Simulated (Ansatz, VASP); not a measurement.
## Mg in VASP and in Ansatz

```
Mg
1.0
     3.05030    0.00000    0.00000
    -1.52515    2.64164    0.00000
     0.00000    0.00000    3.19708
Mg
1
Direct
  0.00000 0.00000 0.00000
```

Change from the starting cell: strain +0.000 along x and y, +0.050 along z, atoms carried along.

Alike in both runs: task single point; functional r2SCAN; k mesh 18 × 18 × 16; occupations gaussian, width 0.15 eV; no spin polarisation.

|  | VASP | Ansatz |
| --- | --- | --- |
| version | VASP 6.6.1 | Ansatz 0.2.0 |
| potentials or method | VASP PAW PBE potentials, release 64 (Mg), cutoff 520 eV | scalar-relativistic, plane waves, PAW |
| valence electrons in the cell | 2 | 10 |

Ansatz gave:

```
gap on the k mesh at the Fermi level (eV)                     : none
pressure (GPa)                                                : -0.4
traceless stress, the component that is largest in VASP (GPa) : -1.97
```

Problem. What did VASP give for the same quantities?

Solution. gap on the k mesh at the Fermi level (eV): none; pressure (GPa): -0.5; traceless stress, the component that is largest in VASP (GPa): -1.88.

VASP's potentials were made for PBE, not for r2SCAN. A gap of «none» marks a metal or a gap that the smearing closes. With one functional, cell and mesh, what is left measures potentials, basis and numerics. VASP's potentials hold 2 valence electrons a cell and Ansatz's 10, so a difference there can come from the potentials and not from the codes.
